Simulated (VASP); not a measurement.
Crystal: HgTe.

```
Hg Te
1.0
     0.00000    3.22350    3.22350
     3.22350    0.00000    3.22350
     3.22350    3.22350    0.00000
Hg Te
1 1
Direct
  0.00000 0.00000 0.00000
  0.75000 0.75000 0.75000
```

* Program: VASP 6.6.1
* Task: relaxation of cell and atoms
* Functional: PBE
* Potentials or basis: VASP PAW PBE potentials, release 64 (Hg, Te)
* Cutoff: 600 eV
* k mesh: 12 × 12 × 12
* Occupations: gaussian, width 0.1 eV
* Spin: no spin polarisation

At the start: pressure 4.2 GPa; volume 33.50 Å³/atom.

Problem. Where does the relaxation end?

Solution. Over 3 steps the energy falls by 39.3 meV/atom and the volume is 36.81 Å³/atom (+9.9 %); space group F-43m (No. 216, to 0.1 Å) before and after.

Step by step:
```
step  energy change (eV)  largest force (eV/Å)  pressure (GPa)  volume (Å³)
   1              0.0000                0.0000            4.16        66.99
   2             -0.0723                0.0000           -0.91        75.78
   3             -0.0785                0.0000            0.02        73.62
```

Final structure:
```yaml
crystal:
  lattice:
    - [0.00000, 3.32649, 3.32649]
    - [3.32649, 0.00000, 3.32649]
    - [3.32649, 3.32649, 0.00000]
  atoms:
    - { symbol: Hg, position: [0.00000, 0.00000, 0.00000] }
    - { symbol: Te, position: [0.75000, 0.75000, 0.75000] }
```
